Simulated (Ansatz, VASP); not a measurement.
## TaN: VASP beside Ansatz

```
CELL_PARAMETERS angstrom
2.92265 0.00000 0.00000
0.00000 5.22589 0.00000
0.00000 0.00000 19.05151
ATOMIC_POSITIONS crystal
Ta 0.00000 0.50000 0.26245
Ta 0.50000 0.00000 0.34163
Ta 0.50000 0.50000 0.42082
Ta 0.00000 0.00000 0.50000
Ta 0.50000 0.50000 0.57918
Ta 0.50000 0.00000 0.65837
Ta 0.00000 0.50000 0.73755
N 0.00000 0.89249 0.26245
N 0.00000 0.30375 0.35568
N 0.00000 0.80375 0.40676
N 0.00000 0.39249 0.50000
N 0.00000 0.80375 0.59324
N 0.00000 0.30375 0.64432
N 0.00000 0.89249 0.73755
```

Alike in both runs: task single point; functional PBE; k mesh 12 × 7 × 1; occupations gaussian, width 0.1 eV; no spin polarisation.

|  | VASP | Ansatz |
| --- | --- | --- |
| version | VASP 6.6.1 | Ansatz 0.2.0 |
| potentials or method | VASP PAW PBE potentials, release 64 (Ta_pv, N), cutoff 520 eV | scalar-relativistic, plane waves, PAW |
| valence electrons in the cell | 112 | 126 |

```csv
,VASP,Ansatz,Ansatz less VASP
gap on the k mesh at the Fermi level (eV),none,none,-
rms of the force components (eV/Å),0.843,0.853,+0.0098
```

A gap of «none» marks a metal or a gap that the smearing closes. VASP's potentials hold 112 valence electrons a cell and Ansatz's 126, so a difference there can come from the potentials and not from the codes. Ansatz's warnings: vacuum density over bound.

Spin-orbit coupling is off throughout.
